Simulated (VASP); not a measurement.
**Cs: single point with RPBE**

Cs:

```
Cs
1.0
     0.00000    6.02801    6.02801
     6.02801    0.00000    6.02801
     6.02801    6.02801    0.00000
Cs
2
Direct
  0.12500 0.12500 0.12500
  0.87500 0.87500 0.87500
```

This cell differs from its parent crystal: volume scaled by 1.04.

```yaml
Program: VASP 6.6.1
Task: single point
Functional: RPBE
Potentials_or_basis: VASP PAW PBE potentials, release 64 (Cs_sv)
Cutoff: 520 eV
k_mesh: 5 × 5 × 5
Occupations: fermi-dirac, width 0.1 eV
Spin: no spin polarisation
Dipole_correction: no
Further_INCAR_settings: ALGO = Normal; EDIFF = 1e-06; NBANDS = 16
```

| Item | Value |
| --- | --- |
| Pressure | 0.0 GPa |
| Band gap on the k mesh | 0.13 eV, direct |

Levels at points of the mesh, in eV from the valence-band top:
| k point | band 5 | band 6 | band 7 | band 8 | band 9 | band 10 | band 11 | band 12 | band 13 | band 14 |
| --- | --- | --- | --- | --- | --- | --- | --- | --- | --- | --- |
| (0.00, 0.00, 0.00) | -11.20 | -11.14 | -11.14 | -11.14 | -1.08 | 1.37 | 1.37 | 1.37 | 1.43 | 1.43 |

Wall time 66 s on 1 thread of AMD EPYC 9R45 96-Core Processor (Zen 5) (shared host), peak memory 0.52 GiB.

Caveat: the PAW data sets were made with another functional, which shifts forces and pressure a little; spin-orbit coupling is left out, which moves the levels of the heavy elements. A k mesh can miss the band edges.
